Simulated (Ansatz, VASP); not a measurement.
## Ir: VASP beside Ansatz

```xyz
5
Lattice="2.7089 0.0000 0.0000 0.0000 2.7089 0.0000 0.0000 0.0000 23.6619" Properties=species:S:1:pos:R:3 pbc="T T T"
Ir    0.0000    0.0000    8.0000
Ir    1.3544    1.3544    9.9155
Ir    0.0000    0.0000   11.8309
Ir    1.3544    1.3544   13.7464
Ir    0.0000    0.0000   15.6619
```

Alike in both runs: task single point; functional PBEsol; k mesh 13 × 13 × 1; occupations fermi-dirac, width 0.05 eV; no spin polarisation.

```csv
,VASP,Ansatz
version,VASP 6.6.1,Ansatz 0.2.0
potentials or method,"VASP PAW PBE potentials, release 64 (Ir)","PAW with Ansatz's default frozen-core files, scalar-relativistic"
plane-wave cutoff (eV),520,420
valence electrons in the cell,45,85
```

```tsv
	VASP	Ansatz	Ansatz less VASP
rms of the force components (eV/Å)	0.596	0.610	+0.0141
```

VASP's potentials were made for PBE, not for PBEsol. Atom by atom the forces differ by 0.020 eV/Å (rms over components). VASP's potentials hold 45 valence electrons a cell and Ansatz's 85, so a difference there can come from the potentials and not from the codes.

Spin-orbit coupling is off throughout.
